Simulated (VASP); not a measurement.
Write the native input for VASP 6.6.1 that does the following.

- Task: single point
- Functional: PBE
- Potentials or basis: VASP PAW PBE potentials, release 64 (Fe, Pt)
- Cutoff: 520 eV
- k mesh: 5 × 9 × 6
- Occupations: fermi-dirac, width 0.05 eV
- Spin: collinear spin, ferromagnetic start
- Starting moments: [4.0, 4.0, 0.0, 0.0] μB
- Dipole correction: no
- Further INCAR settings: ALGO = Normal; EDIFF = 1e-06; NBANDS = 30

The structure of FePt lies in POSCAR:

```
FePt
1.0
    5.4470000000      0.0000000000      0.0000000000
    0.0000000000      2.7235000000      0.0000000000
    0.0000000000      0.0000000000      3.7200000000
Fe Pt
2 2
Direct
    0.0000000000      0.0000000000      0.0000000000
    0.5000000000      0.0000000000      0.0000000000
    0.2500000000      0.5000000000      0.5000000000
    0.7500000000      0.5000000000      0.5000000000
```

One way to write it, as run:

INCAR

```
ALGO = Normal
EDIFF = 1E-6
ENCUT = 520
GGA = PE
ISIF = 2
ISMEAR = -1
ISPIN = 2
LASPH = True
LCHARG = False
LMAXMIX = 4
LORBIT = 11
LREAL = False
LWAVE = False
MAGMOM = 4 4 0 0
NBANDS = 30
NELM = 150
PREC = Accurate
SIGMA = 0.05
```

KPOINTS

```
k-points
0
Gamma
  5 9 6
```

Potentials or basis: VASP PAW PBE potentials, release 64 (Fe, Pt).

The run is started by

```console
$ cat potpaw_PBE.64/Fe/POTCAR potpaw_PBE.64/Pt/POTCAR > POTCAR
$ mpirun -np 1 vasp_std > vasp.out
```

Results of the run:

```yaml
Pressure: 3.3 GPa
Net_moment: 6.64 μB per cell
Site_moments: Fe +2.95; Pt +0.34 μB
Valence_electrons_inside_the_program's_atomic_spheres: Fe 6.98; Pt 9.44
```

Run time: 110 s on 1 thread of AMD EPYC 9R14 (Zen 4) (shared host), peak memory 0.25 GiB.
